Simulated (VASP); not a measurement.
# MgSi2N2 (P-3m1) in VASP: further runs

MgSi2N2 is run at these levels: PBE; tasks: single point.

Everything below comes from runs of VASP 6.6.1. Logs are shortened: lines on timing, memory, paths and dates and some standing lists are left out, and cuts for length are marked.

**1. The cell of the first run**

The structure is trigonal, space group P-3m1 (No. 164). Conventional cell: a = 3.400 Å, b = 3.400 Å, c = 6.961 Å, α = 90.00°, β = 90.00°, γ = 120.00°. Within 3.0 Å of Mg (site symmetry -3m) lie 6 N at 2.27 Å. Within 2.2 Å of Si (site symmetry 3m) lie 1 N at 1.63 Å. Within 2.3 Å of N (site symmetry 3m) lie 1 Si at 1.63 Å and 3 Mg at 2.27 Å.

The cell was generated, and may not be a known phase.

**2. Single point, PBE**

File INCAR:

```
SYSTEM = MgSi2N2
PREC     = Accurate       ! precision mode
ENCUT    = 840            ! plane-wave cutoff, eV
EDIFF    = 1E-6           ! SCF threshold, eV
ISMEAR   = 0              ! smearing method
SIGMA    = 0.1            ! smearing width, eV
LREAL    = .FALSE.        ! projectors in reciprocal space
LASPH    = .TRUE.         ! aspherical terms in the spheres
NELM     = 120            ! most SCF steps
ALGO     = Normal         ! electronic algorithm
ISIF     = 2              ! what is computed and relaxed
LWAVE    = .FALSE.        ! write WAVECAR
LCHARG   = .TRUE.         ! write CHGCAR
GGA      = PE             ! functional
LELF     = .TRUE.         ! ELF
LVHAR    = .TRUE.       
NBANDS   = 22             ! bands
GGA_COMPAT= .FALSE.
```

File KPOINTS:

```
regular mesh
0
G
  6 6 4
  0 0 0
```

File POSCAR:

```
MgSi2N2
1.0
    3.4002711230      0.0000000024      0.0000000000
   -1.7001355636      2.9447211711      0.0000000000
    0.0000000000      0.0000000000      6.9613389887
Mg Si N
1 2 2
Direct
    0.0000000000      0.0000000000      0.0000000000
    0.3333333333      0.6666666667      0.3962185641
    0.6666666667      0.3333333333      0.6037814359
    0.3333333333      0.6666666667      1.1627481867
    0.6666666667      0.3333333333     -0.1627481867
```

Potentials or basis: VASP PAW PBE potentials, release 64 (Mg_sv, Si, N).

Started as:

```
cat potpaw_PBE.64/Mg_sv/POTCAR potpaw_PBE.64/Si/POTCAR potpaw_PBE.64/N/POTCAR > POTCAR
mpirun -np 1 vasp_std > vasp.out
```

OUTCAR:

```text
SYSTEM = MgSi2N2
   PREC = Accurate
   ENCUT = 840
   EDIFF = 1E-6
   ISMEAR = 0
   LREAL = .FALSE.
   LASPH = .TRUE.
   NELM = 120
   ISIF = 2
   GGA = PE

 ion  position               nearest neighbor table
   1  0.000  0.000  0.000-
   2  0.333  0.667  0.396-   4 1.63   3 2.44   3 2.44   3 2.44
   3  0.667  0.333  0.604-   5 1.63   2 2.44   2 2.44   2 2.44
   4  0.333  0.667  0.163-   2 1.63
   5  0.667  0.333  0.837-   3 1.63

  LATTYP: Found a hexagonal cell.
 ALAT       =     3.4002711230
 C/A-ratio  =     2.0472893887

  Lattice vectors:

 A1 = (   3.4002711230,   0.0000000024,   0.0000000000)
 A2 = (  -1.7001355636,   2.9447211711,   0.0000000000)
 A3 = (   0.0000000000,   0.0000000000,   6.9613389887)

Analysis of symmetry for initial positions (statically):
=====================================================================
 Subroutine PRICEL returns:
 Original cell was already a primitive cell.

 Routine SETGRP: Setting up the symmetry group for a
 hexagonal supercell.

 Subroutine GETGRP returns: Found 12 space group operations
 (whereof 12 operations were pure point group operations)
 out of a pool of 24 trial point group operations.

The static configuration has the point symmetry D_3d.

Analysis of symmetry for dynamics (positions and initial velocities):
=====================================================================
 Subroutine PRICEL returns:
 Original cell was already a primitive cell.

 Routine SETGRP: Setting up the symmetry group for a
 hexagonal supercell.

 Subroutine GETGRP returns: Found 12 space group operations
 (whereof 12 operations were pure point group operations)
 out of a pool of 24 trial point group operations.

The dynamic configuration has the point symmetry D_3d.

 Subroutine INISYM returns: Found 12 space group operations
 (whereof 12 operations are pure point group operations),
 and found     1 'primitive' translations

----------------------------------------------------------------------------------------

                                     Primitive cell

  volume of cell :      69.7028

  direct lattice vectors                    reciprocal lattice vectors
     3.400271123  0.000000002  0.000000000     0.294094195  0.169795363  0.000000000
    -1.700135564  2.944721171  0.000000000    -0.000000000  0.339590726  0.000000000
     0.000000000  0.000000000  6.961338989     0.000000000  0.000000000  0.143650525

  length of vectors
     3.400271123  3.400271123  6.961338989     0.339590726  0.339590726  0.143650525

  position of ions in fractional coordinates (direct lattice)
     0.000000000  0.000000000  0.000000000
     0.333333333  0.666666667  0.396218564
     0.666666667  0.333333333  0.603781436
     0.333333333  0.666666667  0.162748187
     0.666666667  0.333333333  0.837251813

  ion indices of the primitive-cell ions
   primitive index   ion index
                 1           1
                 2           2
                 3           3
                 4           4
                 5           5

----------------------------------------------------------------------------------------

 KPOINTS: regular mesh

Automatic generation of k-mesh.
 Grid dimensions read from file:
 generate k-points for:    6    6    4

 Generating k-lattice:

  Cartesian coordinates                     Fractional coordinates (reciprocal lattice)
     0.049015699  0.028299227  0.000000000     0.166666667  0.000000000  0.000000000
    -0.000000000  0.056598454  0.000000000     0.000000000  0.166666667  0.000000000
     0.000000000  0.000000000  0.035912631     0.000000000  0.000000000  0.250000000

  Length of vectors
     0.056598454  0.056598454  0.035912631

  Shift w.r.t. Gamma in fractional coordinates (k-lattice)
     0.000000000  0.000000000  0.000000000

 Subroutine IBZKPT returns following result:
 ===========================================

 Found     24 irreducible k-points:

 Following reciprocal coordinates:
            Coordinates               Weight
  0.000000  0.000000  0.000000      1.000000
  0.166667 -0.000000  0.000000      6.000000
  0.333333  0.000000  0.000000      6.000000
  0.500000 -0.000000  0.000000      3.000000
  0.166667  0.166667  0.000000      6.000000
  0.333333  0.166667  0.000000     12.000000
[... 16 lines left out ...]
  0.333333  0.166667  0.500000     12.000000
  0.333333  0.333333  0.500000      2.000000
   k-points           NKPTS =     24   k-points in BZ     NKDIM =     24   number of bands    NBANDS=     22
   number of dos      NEDOS =    301   number of ions     NIONS =      5
   total plane-waves  NPLWV =  71680
   dimension x,y,z NGX =    32 NGY =   32 NGZ =   70
   dimension x,y,z NGXF=    64 NGYF=   64 NGZF=  140
   ions per type =               1   2   2
   NGX,Y,Z   is equivalent  to a cutoff of  15.65, 15.65, 16.72 a.u.
   NGXF,Y,Z  is equivalent  to a cutoff of  31.29, 31.29, 33.43 a.u.
 SYSTEM =  MgSi2N2
   PREC   = accura    normal or accurate (medium, high low for compatibility)
   ISTART =      0    job   : 0-new  1-cont  2-samecut
   ICHARG =      2    charge: 1-file 2-atom 10-const
   ISPIN  =      1    spin polarized calculation?
   LNONCOLLINEAR =      F non collinear calculations
   LSORBIT =      F    spin-orbit coupling
   LASPH  =      T    aspherical Exc in radial PAW
   ENCUT  =  840.0 eV  61.74 Ry    7.86 a.u.   8.04  8.04 16.45*2*pi/ulx,y,z
   NELM   =    120;   NELMIN=  2; NELMDL= -5     # of ELM steps
   EDIFF  = 0.1E-05   stopping-criterion for ELM
   LREAL  =      F    real-space projection
   EDIFFG = 0.1E-04   stopping-criterion for IOM
   NSW    =      0    number of steps for IOM
   IBRION =     -1    ionic relax: 0-MD 1-quasi-New 2-CG
   NFREE  =      0    steps in history (QN), initial steepest desc. (CG)
   ISIF   =      2    stress and relaxation
   ISYM   =      2    0-nonsym 1-usesym 2-fastsym
   POTIM  = 0.5000    time-step for ionic-motion
   TEBEG  =    0.0;   TEEND  =   0.0 temperature during run
   PSTRESS=    0.0 pullay stress
   NELECT =      28.0000    total number of electrons
   NUPDOWN=      -1.0000    fix difference up-down
   EMIN   =  10.00;   EMAX   =-10.00  energy-range for DOS
   EFERMI =   0.00;   METHOD = LEGACY
   ISMEAR =     0;   SIGMA  =   0.10  broadening in eV -4-tet -1-fermi 0-gaus
   EFERMI_NEDOS =   21; number of points for ismear=-14 and -15
   IALGO  =     38    algorithm
   IMIX   =      4    mixing-type and parameters
     AMIX     =   0.40;   BMIX     =  1.00
     AMIX_MAG =   1.60;   BMIX_MAG =  1.00
  volume/ion in A,a.u.               =      13.94        94.08
  Fermi-wavevector in a.u.,A,eV,Ry     =   1.207936  2.282668 19.852396  1.459110
  Thomas-Fermi vector in A             =   2.343559
   LORBIT       =      0    0 simple, 1 ext, 2 COOP (PROOUT), +10 PAW based schemes
   GGA     = PE    functional components
   LHFCALC =     F    Hartree Fock is set to
   AEXX    =    0.0000 exact exchange contribution
   IVDW    =     0    specifies the selected vdW correction
   LEPSILON=     F    determine dielectric tensor
   LRPA    =     F    only Hartree local field effects (RPA)
 non-spin polarized calculation
 Gauss-broadening in eV      SIGMA  =   0.10
  energy-cutoff  :      840.00
  volume of cell :       69.70
 maximum number of plane-waves:      3896
   NGX = 17   NGY = 17   NGZ = 33

 number of electron      27.9999988 magnetization

 Free energy of the ion-electron system (eV)
  ---------------------------------------------------
  ext. energy  EPLUGINS =         0.00000000
  ---------------------------------------------------
  free energy    TOTEN  =       -29.69485844 eV

  energy without entropy =      -29.68566012  energy(sigma->0) =      -29.69025928

 E-fermi :   4.1563     XC(G=0): -10.0655

 val. band max:        4.0222295596   @ k =   0.1667   0.1667   0.0000
 cond. band min:       4.1734131423   @ k =   0.3333   0.1667   0.2500
 fundamental gap:      0.1511835827
 Fermi energy:         4.1562797636

 k-point     1 :       0.0000    0.0000    0.0000
  band No.  band energies     occupation
      1     -69.2673      2.00000
      2     -36.0500      2.00000
      3     -36.0084      2.00000
      4     -36.0084      2.00000
      5     -10.4162      2.00000
      6      -9.5130      2.00000
[... 14 lines left out ...]
     21      12.5137      0.00000
     22      14.6408      0.00000

 k-point     2 :       0.1667   -0.0000    0.0000
  band No.  band energies     occupation
      1     -69.2673      2.00000
      2     -36.0495      2.00000
      3     -36.0119      2.00000
      4     -36.0093      2.00000
      5     -10.2087      2.00000
      6      -9.4112      2.00000
[... 14 lines left out ...]
     21      12.9814      0.00000
     22      13.5365      0.00000

 k-point     3 :       0.3333    0.0000    0.0000
  band No.  band energies     occupation
      1     -69.2669      2.00000
      2     -36.0484      2.00000
      3     -36.0188      2.00000
      4     -36.0109      2.00000
      5      -9.7241      2.00000
      6      -9.2218      2.00000
[... 14 lines left out ...]
     21      13.4972      0.00000
     22      14.5893      0.00000

 k-point     4 :       0.5000   -0.0000    0.0000
  band No.  band energies     occupation
      1     -69.2667      2.00000
      2     -36.0479      2.00000
      3     -36.0223      2.00000
      4     -36.0117      2.00000
      5      -9.3957      2.00000
      6      -9.1791      2.00000
[... 14 lines left out ...]
     21      13.4258      0.00000
     22      15.1617      0.00000

 k-point     5 :       0.1667    0.1667    0.0000
  band No.  band energies     occupation
      1     -69.2670      2.00000
      2     -36.0487      2.00000
      3     -36.0165      2.00000
      4     -36.0112      2.00000
      5      -9.8604      2.00000
      6      -9.2633      2.00000
[... 14 lines left out ...]
     21      12.7226      0.00000
     22      14.1764      0.00000

 k-point     6 :       0.3333    0.1667    0.0000
  band No.  band energies     occupation
      1     -69.2667      2.00000
      2     -36.0479      2.00000
      3     -36.0205      2.00000
      4     -36.0136      2.00000
      5      -9.4248      2.00000
      6      -9.1571      2.00000
[... 14 lines left out ...]
     21      13.9370      0.00000
     22      14.6078      0.00000

 k-point     7 :       0.3333    0.3333    0.0000
  band No.  band energies     occupation
      1     -69.2667      2.00000
      2     -36.0477      2.00000
      3     -36.0181      2.00000
      4     -36.0181      2.00000
      5      -9.1980      2.00000
      6      -9.1980      2.00000
[... 324 lines left out ...]
      6      -9.4459      2.00000
[... 14 lines left out ...]
     21      13.6647      0.00000
     22      14.3712      0.00000

 k-point    21 :       0.5000   -0.0000    0.5000
  band No.  band energies     occupation
      1     -69.2668      2.00000
      2     -36.0480      2.00000
      3     -36.0223      2.00000
      4     -36.0118      2.00000
      5      -9.3099      2.00000
      6      -9.2673      2.00000
[... 14 lines left out ...]
     21      14.0787      0.00000
     22      14.4384      0.00000

 k-point    22 :       0.1667    0.1667    0.5000
  band No.  band energies     occupation
      1     -69.2670      2.00000
      2     -36.0487      2.00000
      3     -36.0165      2.00000
      4     -36.0112      2.00000
      5      -9.6366      2.00000
      6      -9.5403      2.00000
[... 14 lines left out ...]
     21      13.0283      0.00000
     22      13.1631      0.00000

 k-point    23 :       0.3333    0.1667    0.5000
  band No.  band energies     occupation
      1     -69.2667      2.00000
      2     -36.0479      2.00000
      3     -36.0205      2.00000
      4     -36.0135      2.00000
      5      -9.3227      2.00000
      6      -9.2657      2.00000
[... 14 lines left out ...]
     21      13.9616      0.00000
     22      14.5802      0.00000

 k-point    24 :       0.3333    0.3333    0.5000
  band No.  band energies     occupation
      1     -69.2666      2.00000
      2     -36.0476      2.00000
      3     -36.0181      2.00000
      4     -36.0181      2.00000
      5      -9.1959      2.00000
      6      -9.1959      2.00000
[... 14 lines left out ...]
     21      13.9488      0.00000
     22      13.9488      0.00000

------------------------ aborting loop because EDIFF is reached ----------------------------------------

  FORCE on cell =-STRESS in cart. coord.  units (eV):
  Direction    XX          YY          ZZ          XY          YZ          ZX
  --------------------------------------------------------------------------------------
  -------------------------------------------------------------------------------------
  Total       -0.0464882     -0.0464882      0.1279450      0.0000000      0.0000000      0.0000000
  in kB       -1.0685688     -1.0685688      2.9409218      0.0000000      0.0000000      0.0000000
  external PRESSURE =       0.2679281 kB  Pullay stress =       0.0000000 kB

 VOLUME and BASIS-vectors are now :
 -----------------------------------------------------------------------------
  energy-cutoff  :      840.00
  volume of cell :       69.70
      direct lattice vectors                 reciprocal lattice vectors
     3.400271123  0.000000002  0.000000000     0.294094195  0.169795363  0.000000000
    -1.700135564  2.944721171  0.000000000    -0.000000000  0.339590726  0.000000000
     0.000000000  0.000000000  6.961338989     0.000000000  0.000000000  0.143650525

 POSITION                                       TOTAL-FORCE (eV/Angst)
 -----------------------------------------------------------------------------------
      0.00000      0.00000      0.00000         0.000000      0.000000      0.000000
     -0.00000      1.96315      2.75821        -0.000000      0.000000      0.080710
      1.70014      0.98157      4.20313         0.000000     -0.000000     -0.080710
     -0.00000      1.96315      1.13295         0.000000      0.000000     -0.038587
      1.70014      0.98157      5.82839        -0.000000     -0.000000      0.038587
 -----------------------------------------------------------------------------------
    total drift:                               -0.000000      0.000000     -0.000000

  FREE ENERGIE OF THE ION-ELECTRON SYSTEM (eV)
  ---------------------------------------------------
  free  energy   TOTEN  =       -29.6948584405 eV

  energy  without entropy=      -29.6856601192  energy(sigma->0) =      -29.69025928
```

Wall time 46 s (1 thread of Intel Xeon 6975P-C (Granite Rapids), shared host); peak memory 0.27 GiB.

What came out:

```
Free energy            : -29.6949 eV
Pressure               : 0.0 GPa
Largest force          : 0.081 eV/Å
Band gap on the k mesh : zero (bands 14 and 15 overlap by 2.75 eV)
```

Forces on the atoms (eV/Å):
```
Mg   0.000  0.000  0.000
Si   0.000  0.000  0.081
Si   0.000  0.000 -0.081
N    0.000  0.000 -0.039
N    0.000  0.000  0.039
```

Levels at points of the mesh, in eV from the Fermi level:
```csv
k point,band 12,band 13,band 14,band 15,band 16,band 17
"(0.00, 0.00, 0.00)",-0.26,-0.26,1.91,2.91,2.91,5.57
"(0.50, 0.00, 0.00)",-1.63,-1.27,-0.70,1.01,3.00,3.94
"(0.00, 0.00, 0.50)",-0.47,-0.47,0.84,3.01,3.01,5.78
"(0.50, 0.00, 0.50)",-2.00,-1.48,-1.29,1.40,2.97,4.25
```

[end of part 1 of 2]

The gap in the log of VASP goes by the Fermi energy; the results here count the filled bands.